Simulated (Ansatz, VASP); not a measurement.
One calculation of Ni3Ge, two programs

Contents of INCAR:

```
ALGO = Normal
EDIFF = 1E-6
ENCUT = 600
GGA = CA
GGA_COMPAT = F
ISIF = 2
ISMEAR = -1
ISPIN = 2
LASPH = T
LCHARG = F
LMAXMIX = 4
LORBIT = 11
LREAL = F
LWAVE = F
MAGMOM = 0.375 0.375 0.375 0
NBANDS = 34
NELM = 200
PREC = Accurate
SIGMA = 0.05
```

Contents of KPOINTS:

```
k-points
0
Gamma
  8 8 8
```

The input POSCAR:

```
Ni3Ge
1.0
    3.2217141598      0.0000000000      0.0000000000
    0.0000000000      3.2217141598      0.0000000000
    0.0000000000      0.0000000000      3.2217141598
Ni Ge
3 1
Direct
    0.5000000000      0.0000000000      0.5000000000
    0.0000000000      0.5000000000      0.5000000000
    0.5000000000      0.5000000000      0.0000000000
    0.0000000000      0.0000000000      0.0000000000
```

Input for Ansatz:

```yaml
crystal:
  lattice:
    - [3.2217141598, 0.0, 0.0]
    - [0.0, 3.2217141598, 0.0]
    - [0.0, 0.0, 3.2217141598]
  atoms:
    - { symbol: Ni, position: [0.5, 0.0, 0.5], spin: 0.375 }
    - { symbol: Ni, position: [0.0, 0.5, 0.5], spin: 0.375 }
    - { symbol: Ni, position: [0.5, 0.5, 0.0], spin: 0.375 }
    - { symbol: Ge, position: [0.0, 0.0, 0.0] }
magnetization:
  spin_polarized: true
kpoints:
  mp_grid: { grid: [8, 8, 8] }
scf:
  occupations: { method: fermi_dirac, width: 0.05 }
  lower_state_search: "off"
hamiltonian:
  xc: lda
  pseudopotentials: { kind: paw }
output:
  forces: true
  stress: true
  eigenvalues: true
```

Change from the starting cell: volume scaled by 0.76, start moments a quarter as large, PAW files.

Alike in both runs: task single point; functional LDA; k mesh 8 × 8 × 8; occupations fermi-dirac, width 0.05 eV; collinear spin.

|  | VASP | Ansatz |
| --- | --- | --- |
| version | VASP 6.6.1 | Ansatz 0.2.0 |
| potentials or method | VASP PAW LDA potentials, release 64 (Ni, Ge_d) | PAW with Ansatz's default frozen-core files, scalar-relativistic |
| plane-wave cutoff (eV) | 600 | 420 |
| valence electrons in the cell | 44 | 68 |

```csv
,VASP,Ansatz,Ansatz less VASP
pressure (GPa),102.1,100.8,-1.32
net moment per atom (μB),0.00,0.00,0.000
```

LDA's correlation is that of Perdew and Zunger in VASP and of Perdew and Wang (1992) in Ansatz. Both programs put the cell under a high pressure, so it lies far from rest at this level. VASP's potentials hold 44 valence electrons a cell and Ansatz's 68, so a difference there can come from the potentials and not from the codes. Ansatz's warnings: seeded moment not kept.

Noted on VASP's run: the cell as given lies far from equilibrium.
